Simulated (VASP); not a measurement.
BaS:

```
Ba S
1.0
     0.00000    3.55426    3.55426
     3.55426    0.00000    3.55426
     3.55426    3.55426    0.00000
Ba S
1 1
Cartesian
  0.0000 0.0000 0.0000
  1.7771 1.7771 1.7771
```

This cell differs from its parent crystal: volume changed by +3%.

Base run:

```yaml
Program: VASP 6.6.1
Functional: r2SCAN
Potentials_or_basis: VASP PAW PBE potentials, release 64 (Ba_sv, S)
Cutoff: 520 eV
k_mesh: 6 × 6 × 6
Occupations: gaussian, width 0.01 eV
Spin: no spin polarisation
```

Its results: band gap on the k mesh 3.04 eV, indirect (least direct gap 3.66 eV); pressure -0.5 GPa.

The run is repeated on the same cell with these changes: functional from r2SCAN to PBE; further incar settings from ALGO = Normal; EDIFF = 1e-07; NBANDS = 15 to ALGO = Normal; EDIFF = 1e-06; NBANDS = 15. What comes out?

Band gap on the k mesh 2.72 eV, indirect (least direct gap 3.34 eV); pressure -0.4 GPa.

Caveats: spin-orbit coupling is left out, which moves the levels of the heavy elements; the PAW data sets were made with another functional, which shifts forces and pressure a little (some runs).

A k mesh can miss the band edges.
